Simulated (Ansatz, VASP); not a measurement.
**One calculation of NiO, two programs**

Contents of INCAR:

```
SYSTEM = NiO
ALGO = Normal
EDIFF = 1E-6
ENCUT = 700
GGA = PE
GGA_COMPAT = .False.
ISIF = 2
ISMEAR = -1
ISPIN = 2
LASPH = .True.
LCHARG = .False.
LDAU = .True.
LDAUJ = 0 0
LDAUL = 2 -1
LDAUPRINT = 1
LDAUTYPE = 2
LDAUU = 1 0
LMAXMIX = 4
LORBIT = 11
LREAL = .False.
LWAVE = .False.
MAGMOM = 1 0
NBANDS = 23
NELM = 200
PREC = Accurate
SIGMA = 0.05
```

The input KPOINTS:

```
k-points
0
Gamma
  11 11 11
  0 0 0
```

The input POSCAR:

```
NiO
1.0
    0.0000000000      2.0913095100      2.0913095100
    2.0913095100      0.0000000000      2.0913095100
    2.0913095100      2.0913095100      0.0000000000
Ni O
1 1
Direct
    0.0000000000      0.0000000000      0.0000000000
    0.5000000000      0.5000000000      0.5000000000
```

input.yaml

```yaml
crystal:
  lattice:
    - [0.0, 2.09130951, 2.09130951]
    - [2.09130951, 0.0, 2.09130951]
    - [2.09130951, 2.09130951, 0.0]
  atoms:
    - { symbol: Ni, position: [0.0, 0.0, 0.0], spin: 1.0 }
    - { symbol: O, position: [0.5, 0.5, 0.5] }
hamiltonian:
  xc: pbe
  pseudopotentials: { kind: paw }
  hubbard: { sites: [{ species: Ni, l: d, u_eff: 1.0 }] }
magnetization:
  spin_polarized: true
kpoints:
  mp_grid: { grid: [11, 11, 11] }
  band_path:
    path:
      - [[0.0, 0.0, 0.0], [0.5, 0.0, 0.5], [0.5, 0.25, 0.75], [0.375, 0.375, 0.75], [0.0, 0.0, 0.0], [0.5, 0.5, 0.5], [0.625, 0.25, 0.625], [0.5, 0.25, 0.75], [0.5, 0.5, 0.5], [0.375, 0.375, 0.75]]
      - [[0.625, 0.25, 0.625], [0.5, 0.0, 0.5]]
    npoints: 14
scf:
  occupations: { method: fermi_dirac, width: 0.05 }
  n_extra_bands: 6
output:
  forces: true
  stress: true
  eigenvalues: true
  fatbands: false
```

Alike in both runs: functional PBE; k mesh 11 × 11 × 11; occupations fermi-dirac, width 0.05 eV; collinear spin; Hubbard terms Ni d U = 1.0 eV.

```csv
,VASP,Ansatz
version,VASP 6.6.1,Ansatz 0.2.0
potentials or method,"VASP PAW PBE potentials, release 64 (Ni_sv_GW, O)",Ansatz PAW
plane-wave cutoff (eV),700,420
valence electrons in the cell,24,24
task,single point,band structure
```

VASP gave:

- gap on the k mesh at the Fermi level (eV): none
- pressure (GPa): 6.5
- net moment per atom (μB): 0.99
- size of the moment on the site where the two differ most (μB): 1.64

Task: Estimate Ansatz's values.

Result: gap on the k mesh at the Fermi level (eV): none; pressure (GPa): 7.7; net moment per atom (μB): 0.99; size of the moment on the site where the two differ most (μB): 1.59.

Site moments also hang on the region over which each program counts them. The programs project onto different local orbitals, so the same U acts differently, and such runs can settle in different states. A gap of «none» marks a metal or a gap that the smearing closes.

Noted on Ansatz's run: the magnetic or orbital state may not be the lowest.
